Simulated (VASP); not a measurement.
# SrO (Fm-3m) in VASP: notebook

Runs on SrO. Level: LDA. Tasks: electric field gradients.

All numbers are computed with VASP 6.6.1; they aren't measurements. Logs are shortened: lines on timing, memory, paths and dates and some standing lists are left out, and cuts for length are marked.

**1. The cell of the first run**

Symmetry: Fm-3m, No. 225, cubic system. Conventional cell: a = 5.105 Å, b = 5.105 Å, c = 5.105 Å, α = 90.00°, β = 90.00°, γ = 90.00°. Sr (site symmetry m-3m) has 6 O at 2.55 Å within 3.4 Å. O (site symmetry m-3m) has 6 Sr at 2.55 Å within 3.4 Å.

**2. Electric field gradients, LDA (volume scaled by 0.98)**

INCAR reads:

```
PREC = Accurate
ENCUT = 520
EDIFF = 1E-8
ISMEAR = -1
SIGMA = 0.02
LREAL = False
LASPH = True
NELM = 60
ALGO = Normal
ISIF = 2
LWAVE = False
LCHARG = False
GGA = CA
LEFG = True
NBANDS = 15
```

KPOINTS reads:

```
Automatic mesh
0
Gamma
  8 8 8
```

POSCAR reads:

```
SrO
1.0
    0.0000000000      2.5525525005      2.5525525005
    2.5525525005      0.0000000000      2.5525525005
    2.5525525005      2.5525525005      0.0000000000
Sr O
1 1
Direct
    0.0000000000      0.0000000000      0.0000000000
    0.5000000000      0.5000000000      0.5000000000
```

Potentials or basis: VASP PAW LDA potentials, release 64 (Sr_sv, O).

The run is started by

```sh
$ cat potpaw_LDA.64/Sr_sv/POTCAR potpaw_LDA.64/O/POTCAR > POTCAR
$ mpirun -np 1 vasp_std > vasp.out
```

OUTCAR:

```text
PREC = Accurate
   ENCUT = 520
   EDIFF = 1E-8
   ISMEAR = -1
   LREAL = False
   LASPH = True
   NELM = 60
   ISIF = 2
   GGA = CA

 ion  position               nearest neighbor table
   1  0.000  0.000  0.000-   2 2.55   2 2.55   2 2.55   2 2.55   2 2.55   2 2.55
   2  0.500  0.500  0.500-   1 2.55   1 2.55   1 2.55   1 2.55   1 2.55   1 2.55

  LATTYP: Found a face centered cubic cell.
 ALAT       =     5.1051050010

  Lattice vectors:

 A1 = (   0.0000000000,   2.5525525005,   2.5525525005)
 A2 = (   2.5525525005,   0.0000000000,   2.5525525005)
 A3 = (   2.5525525005,   2.5525525005,   0.0000000000)

Analysis of symmetry for initial positions (statically):
=====================================================================
 Subroutine PRICEL returns:
 Original cell was already a primitive cell.

 Routine SETGRP: Setting up the symmetry group for a
 face centered cubic supercell.

 Subroutine GETGRP returns: Found 48 space group operations
 (whereof 48 operations were pure point group operations)
 out of a pool of 48 trial point group operations.

The static configuration has the point symmetry O_h .

Analysis of symmetry for dynamics (positions and initial velocities):
=====================================================================
 Subroutine PRICEL returns:
 Original cell was already a primitive cell.

 Routine SETGRP: Setting up the symmetry group for a
 face centered cubic supercell.

 Subroutine GETGRP returns: Found 48 space group operations
 (whereof 48 operations were pure point group operations)
 out of a pool of 48 trial point group operations.

The dynamic configuration has the point symmetry O_h .

 Subroutine INISYM returns: Found 48 space group operations
 (whereof 48 operations are pure point group operations),
 and found     1 'primitive' translations

----------------------------------------------------------------------------------------

                                     Primitive cell

  volume of cell :      33.2624

  direct lattice vectors                    reciprocal lattice vectors
     0.000000000  2.552552501  2.552552501    -0.195882357  0.195882357  0.195882357
     2.552552501  0.000000000  2.552552501     0.195882357 -0.195882357  0.195882357
     2.552552501  2.552552501  0.000000000     0.195882357  0.195882357 -0.195882357
[... 127 lines left out ...]
  free energy    TOTEN  =       -13.38522404 eV

  energy without entropy =      -13.38522404  energy(sigma->0) =      -13.38522404

 E-fermi :   1.9794     XC(G=0): -10.6292

 val. band max:        1.4495082581   @ k =   0.0000   0.0000   0.0000
 cond. band min:       4.5317279147   @ k =   0.5000   0.5000   0.0000
 fundamental gap:      3.0822196566
 Fermi energy:         1.9794117579

 k-point     1 :       0.0000    0.0000    0.0000
  band No.  band energies     occupation
      1     -30.5632      2.00000
      2     -13.3382      2.00000
      3     -12.2653      2.00000
      4     -12.2653      2.00000
      5     -12.2653      2.00000
      6       1.4495      2.00000
      7       1.4495      2.00000
      8       1.4495      2.00000
      9       5.4045      0.00000
     10       7.5987      0.00000
     11       7.5987      0.00000
     12       7.5987      0.00000
     13       9.8730      0.00000
     14       9.8730      0.00000
[... 401 lines left out ...]
      2     -14.6674      2.00000
      3     -12.7027      2.00000
      4     -12.5215      2.00000
      5     -11.3492      2.00000
      6      -0.1999      2.00000
      7       0.5505      2.00000
      8       0.6418      2.00000
      9       7.7788      0.00000
     10       8.1387      0.00000
     11      10.8997      0.00000
     12      11.0456      0.00000
     13      13.2629      0.00000
     14      14.5380      0.00000
     15      14.8480      0.00000

 [... further k-points ...]
[... 5 lines left out ...]
  --------------------------------------------------------------------------------------
  -------------------------------------------------------------------------------------
  Total       -0.3358648     -0.3358648     -0.3358648      0.0000000      0.0000000     -0.0000000
  in kB      -16.1778570    -16.1778570    -16.1778570      0.0000000      0.0000000     -0.0000000
  external PRESSURE =     -16.1778570 kB  Pullay stress =       0.0000000 kB

 VOLUME and BASIS-vectors are now :
 -----------------------------------------------------------------------------
  energy-cutoff  :      520.00
  volume of cell :       33.26
      direct lattice vectors                 reciprocal lattice vectors
     0.000000000  2.552552501  2.552552501    -0.195882357  0.195882357  0.195882357
     2.552552501  0.000000000  2.552552501     0.195882357 -0.195882357  0.195882357
     2.552552501  2.552552501  0.000000000     0.195882357  0.195882357 -0.195882357

 POSITION                                       TOTAL-FORCE (eV/Angst)
 -----------------------------------------------------------------------------------
      0.00000      0.00000      0.00000         0.000000     -0.000000      0.000000
      2.55255      2.55255      2.55255         0.000000      0.000000      0.000000
 -----------------------------------------------------------------------------------
    total drift:                                0.000000      0.000000      0.000000

  FREE ENERGIE OF THE ION-ELECTRON SYSTEM (eV)
  ---------------------------------------------------
  free  energy   TOTEN  =       -13.3852240356 eV

  energy  without entropy=      -13.3852240356  energy(sigma->0) =      -13.38522404

 Electric field gradients (V/A^2)
---------------------------------------------------------------------
 ion       V_xx      V_yy      V_zz      V_xy      V_xz      V_yz
---------------------------------------------------------------------
   1       0.000    -0.000    -0.000     0.000     0.000     0.000
   2      -0.000    -0.000    -0.000    -0.001    -0.001    -0.001
---------------------------------------------------------------------

 Electric field gradients after diagonalization (V/A^2)
 (convention: |V_zz| > |V_xx| > |V_yy|)
----------------------------------------------------------------------
 ion       V_xx      V_yy      V_zz     asymmetry (V_yy - V_xx)/ V_zz
----------------------------------------------------------------------
   1      -0.000    -0.000     0.000       0.000
   2       0.001     0.001    -0.003       0.000
----------------------------------------------------------------------

           NMR quadrupolar parameters

 Cq : quadrupolar parameter    Cq=e*Q*V_zz/h
 eta: asymmetry parameters     (V_yy - V_xx)/ V_zz
 Q  : nuclear electric quadrupole moment in mb (millibarn)
----------------------------------------------------------------------
 ion       Cq(MHz)       eta       Q (mb)
----------------------------------------------------------------------
   1       0.000       0.000       1.000
   2      -0.000       0.000       1.000
----------------------------------------------------------------------
```

OSZICAR:

```text
N       E                     dE             d eps       ncg     rms          rms(c)
DAV:   1     0.642535818668E+02    0.64254E+02   -0.84954E+03   870   0.105E+03
DAV:   2    -0.125161321779E+02   -0.76770E+02   -0.70297E+02  1201   0.222E+02
DAV:   3    -0.155124776323E+02   -0.29963E+01   -0.29798E+01  1135   0.391E+01
DAV:   4    -0.155722065511E+02   -0.59729E-01   -0.59725E-01  1086   0.535E+00
DAV:   5    -0.155737728707E+02   -0.15663E-02   -0.15663E-02  1090   0.700E-01    0.179E+01
DAV:   6    -0.136119279157E+02    0.19618E+01   -0.63147E+00   884   0.195E+01    0.217E+01
DAV:   7    -0.134340438540E+02    0.17788E+00   -0.33280E-01  1017   0.508E+00    0.120E+01
DAV:   8    -0.133843068657E+02    0.49737E-01   -0.13230E-01  1143   0.330E+00    0.135E+00
DAV:   9    -0.133853168558E+02   -0.10100E-02   -0.61039E-03  1302   0.456E-01    0.325E-01
DAV:  10    -0.133852097042E+02    0.10715E-03   -0.16267E-04  1031   0.133E-01    0.182E-01
DAV:  11    -0.133852223114E+02   -0.12607E-04   -0.77487E-05   968   0.874E-02    0.197E-02
DAV:  12    -0.133852240040E+02   -0.16926E-05   -0.56843E-06  1059   0.181E-02    0.361E-03
DAV:  13    -0.133852240316E+02   -0.27525E-07   -0.25491E-07  1045   0.449E-03    0.217E-03
DAV:  14    -0.133852240356E+02   -0.40779E-08   -0.25439E-08  1017   0.137E-03
   1 F= -.13385224E+02 E0= -.13385224E+02  d E =-.246541E-13
```

Run time: 12 s. Hardware: 1 thread of AMD EPYC 7R13 (Zen 3), shared host; peak memory 0.12 GiB.

Results:

- Free energy: -13.3852 eV
- Pressure: -1.6 GPa
- Band gap on the k mesh: 3.08 eV, indirect (least direct gap 3.15 eV)

Caveat: without QUAD_EFG the Cq values of the log hold for a quadrupole moment of 1 mb, not for the nuclei. A k mesh can miss the band edges.

**3. Electric field gradients, LDA (volume scaled by 1.01)**

INCAR reads:

```
  PREC = Accurate
  ENCUT = 520
  EDIFF = 1E-8
  ISMEAR = -1
  SIGMA = 0.02
  LREAL = False
  LASPH = True
  NELM = 60
  ALGO = Normal
  ISIF = 2
  LWAVE = False
  LCHARG = False
  LEFG = True
  NBANDS = 15
```

KPOINTS is that of step 2.

POSCAR reads:

```
SrO
1.0
    0.0000000000      2.5783376042      2.5783376042
    2.5783376042      0.0000000000      2.5783376042
    2.5783376042      2.5783376042      0.0000000000
Sr O
1 1
Direct
    0.0000000000      0.0000000000      0.0000000000
    0.5000000000      0.5000000000      0.5000000000
```

Potentials or basis: VASP PAW LDA potentials, release 64 (Sr_sv, O).

The run is started by

```sh
$ cat potpaw_LDA.64/Sr_sv/POTCAR potpaw_LDA.64/O/POTCAR > POTCAR
$ mpirun -np 1 vasp_std > vasp.out
```

OUTCAR:

```text
PREC = Accurate
   ENCUT = 520
   EDIFF = 1E-8
   ISMEAR = -1
   LREAL = False
   LASPH = True
   NELM = 60
   ISIF = 2

 ion  position               nearest neighbor table
   1  0.000  0.000  0.000-   2 2.58   2 2.58   2 2.58   2 2.58   2 2.58   2 2.58
   2  0.500  0.500  0.500-   1 2.58   1 2.58   1 2.58   1 2.58   1 2.58   1 2.58

  LATTYP: Found a face centered cubic cell.
 ALAT       =     5.1566752084

  Lattice vectors:

 A1 = (   0.0000000000,   2.5783376042,   2.5783376042)
 A2 = (   2.5783376042,   0.0000000000,   2.5783376042)
 A3 = (   2.5783376042,   2.5783376042,   0.0000000000)

Analysis of symmetry for initial positions (statically):
=====================================================================
 Subroutine PRICEL returns:
 Original cell was already a primitive cell.

 Routine SETGRP: Setting up the symmetry group for a
 face centered cubic supercell.

 Subroutine GETGRP returns: Found 48 space group operations
 (whereof 48 operations were pure point group operations)
 out of a pool of 48 trial point group operations.

The static configuration has the point symmetry O_h .

Analysis of symmetry for dynamics (positions and initial velocities):
=====================================================================
 Subroutine PRICEL returns:
 Original cell was already a primitive cell.

 Routine SETGRP: Setting up the symmetry group for a
 face centered cubic supercell.

 Subroutine GETGRP returns: Found 48 space group operations
 (whereof 48 operations were pure point group operations)
 out of a pool of 48 trial point group operations.

The dynamic configuration has the point symmetry O_h .

 Subroutine INISYM returns: Found 48 space group operations
 (whereof 48 operations are pure point group operations),
 and found     1 'primitive' translations

----------------------------------------------------------------------------------------

                                     Primitive cell

  volume of cell :      34.2807

  direct lattice vectors                    reciprocal lattice vectors
     0.000000000  2.578337604  2.578337604    -0.193923402  0.193923402  0.193923402
     2.578337604  0.000000000  2.578337604     0.193923402 -0.193923402  0.193923402
     2.578337604  2.578337604  0.000000000     0.193923402  0.193923402 -0.193923402

  length of vectors
     3.646320008  3.646320008  3.646320008     0.335885185  0.335885185  0.335885185

  position of ions in fractional coordinates (direct lattice)
     0.000000000  0.000000000  0.000000000
     0.500000000  0.500000000  0.500000000

  ion indices of the primitive-cell ions
   primitive index   ion index
                 1           1
                 2           2

----------------------------------------------------------------------------------------

 KPOINTS: Automatic mesh

Automatic generation of k-mesh.
 Grid dimensions read from file:
 generate k-points for:    8    8    8

 Generating k-lattice:

  Cartesian coordinates                     Fractional coordinates (reciprocal lattice)
[... 73 lines left out ...]
   EMIN   =  10.00;   EMAX   =-10.00  energy-range for DOS
   EFERMI =   0.00;   METHOD = LEGACY
   ISMEAR =    -1;   SIGMA  =   0.02  broadening in eV -4-tet -1-fermi 0-gaus
   EFERMI_NEDOS =   21; number of points for ismear=-14 and -15
   IALGO  =     38    algorithm
   IMIX   =      4    mixing-type and parameters
     AMIX     =   0.40;   BMIX     =  1.00
     AMIX_MAG =   1.60;   BMIX_MAG =  1.00
  volume/ion in A,a.u.               =      17.14       115.67
  Fermi-wavevector in a.u.,A,eV,Ry     =   1.269887  2.399738 21.940928  1.612613
  Thomas-Fermi vector in A             =   2.402904
   LORBIT       =      0    0 simple, 1 ext, 2 COOP (PROOUT), +10 PAW based schemes
   GGA     = CA    functional components
   LHFCALC =     F    Hartree Fock is set to
   AEXX    =    0.0000 exact exchange contribution
   IVDW    =     0    specifies the selected vdW correction
   LEPSILON=     F    determine dielectric tensor
   LRPA    =     F    only Hartree local field effects (RPA)
 non-spin polarized calculation
  energy-cutoff  :      520.00
  volume of cell :       34.28
 maximum number of plane-waves:       941
   NGX = 13   NGY = 13   NGZ = 13

 number of electron      15.9999997 magnetization

 Free energy of the ion-electron system (eV)
  ---------------------------------------------------
  ext. energy  EPLUGINS =         0.00000000
  ---------------------------------------------------
  free energy    TOTEN  =       -13.36675657 eV

  energy without entropy =      -13.36675657  energy(sigma->0) =      -13.36675657

 E-fermi :   1.8002     XC(G=0): -10.4873

 val. band max:        1.3016110271   @ k =   0.0000   0.0000   0.0000
 cond. band min:       4.4076162403   @ k =   0.5000   0.5000   0.0000
 fundamental gap:      3.1060052132
 Fermi energy:         1.8001572508

 k-point     1 :       0.0000    0.0000    0.0000
  band No.  band energies     occupation
      1     -30.8116      2.00000
      2     -13.4475      2.00000
      3     -12.5470      2.00000
      4     -12.5470      2.00000
      5     -12.5470      2.00000
      6       1.3016      2.00000
      7       1.3016      2.00000
      8       1.3016      2.00000
      9       5.0424      0.00000
     10       7.3879      0.00000
     11       7.3879      0.00000
     12       7.3879      0.00000
     13       9.5922      0.00000
     14       9.5922      0.00000
[... 401 lines left out ...]
      2     -14.7394      2.00000
      3     -12.9444      2.00000
      4     -12.7790      2.00000
      5     -11.6216      2.00000
      6      -0.3114      2.00000
      7       0.4308      2.00000
      8       0.5073      2.00000
      9       7.5239      0.00000
     10       7.8738      0.00000
     11      10.4991      0.00000
     12      10.7085      0.00000
     13      12.8360      0.00000
     14      14.0796      0.00000
     15      14.3278      0.00000

 [... further k-points ...]
[... 5 lines left out ...]
  --------------------------------------------------------------------------------------
  -------------------------------------------------------------------------------------
  Total       -0.9285614     -0.9285614     -0.9285614      0.0000000      0.0000000     -0.0000000
  in kB      -43.3982158    -43.3982158    -43.3982158      0.0000000      0.0000000     -0.0000000
  external PRESSURE =     -43.3982158 kB  Pullay stress =       0.0000000 kB

 VOLUME and BASIS-vectors are now :
 -----------------------------------------------------------------------------
  energy-cutoff  :      520.00
  volume of cell :       34.28
      direct lattice vectors                 reciprocal lattice vectors
     0.000000000  2.578337604  2.578337604    -0.193923402  0.193923402  0.193923402
     2.578337604  0.000000000  2.578337604     0.193923402 -0.193923402  0.193923402
     2.578337604  2.578337604  0.000000000     0.193923402  0.193923402 -0.193923402

 POSITION                                       TOTAL-FORCE (eV/Angst)
 -----------------------------------------------------------------------------------
      0.00000      0.00000      0.00000         0.000000     -0.000000     -0.000000
      2.57834      2.57834      2.57834        -0.000000      0.000000      0.000000
 -----------------------------------------------------------------------------------
    total drift:                                0.000000      0.000000      0.000000

  FREE ENERGIE OF THE ION-ELECTRON SYSTEM (eV)
  ---------------------------------------------------
  free  energy   TOTEN  =       -13.3667565668 eV

  energy  without entropy=      -13.3667565668  energy(sigma->0) =      -13.36675657

 Electric field gradients (V/A^2)
---------------------------------------------------------------------
 ion       V_xx      V_yy      V_zz      V_xy      V_xz      V_yz
---------------------------------------------------------------------
   1       0.000    -0.000    -0.000     0.000     0.000     0.000
   2       0.000     0.000     0.000    -0.000    -0.000    -0.000
---------------------------------------------------------------------

 Electric field gradients after diagonalization (V/A^2)
 (convention: |V_zz| > |V_xx| > |V_yy|)
----------------------------------------------------------------------
 ion       V_xx      V_yy      V_zz     asymmetry (V_yy - V_xx)/ V_zz
----------------------------------------------------------------------
   1      -0.000    -0.000     0.000       0.000
   2       0.000     0.000    -0.001       0.000
----------------------------------------------------------------------

           NMR quadrupolar parameters

 Cq : quadrupolar parameter    Cq=e*Q*V_zz/h
 eta: asymmetry parameters     (V_yy - V_xx)/ V_zz
 Q  : nuclear electric quadrupole moment in mb (millibarn)
----------------------------------------------------------------------
 ion       Cq(MHz)       eta       Q (mb)
----------------------------------------------------------------------
   1       0.000       0.000       1.000
   2      -0.000       0.000       1.000
----------------------------------------------------------------------
```

stdout:

```text
POSCAR found type information on POSCAR SrO
 POSCAR found :  2 types and       2 ions
 scaLAPACK will be used
 LDA part: xc-table for (Slater(with rela. corr.)+CA(PZ))
 , standard interpolation
 POSCAR, INCAR and KPOINTS ok, starting setup
 FFT: planning ... GRIDC
 FFT: planning ... GRID_SOFT
 FFT: planning ... GRID
 WAVECAR not read
 entering main loop
ion   1

ion   2
```

Wall time 14 s (1 thread of AMD EPYC 7R13 (Zen 3), shared host); peak memory 0.12 GiB.

Results:

```yaml
Free_energy: -13.3668 eV
Pressure: -4.3 GPa
Band_gap_on_the_k_mesh: 3.11 eV, indirect (least direct gap 3.20 eV)
```

Caveat: without QUAD_EFG the Cq values of the log hold for a quadrupole moment of 1 mb, not for the nuclei. A k mesh can miss the band edges.
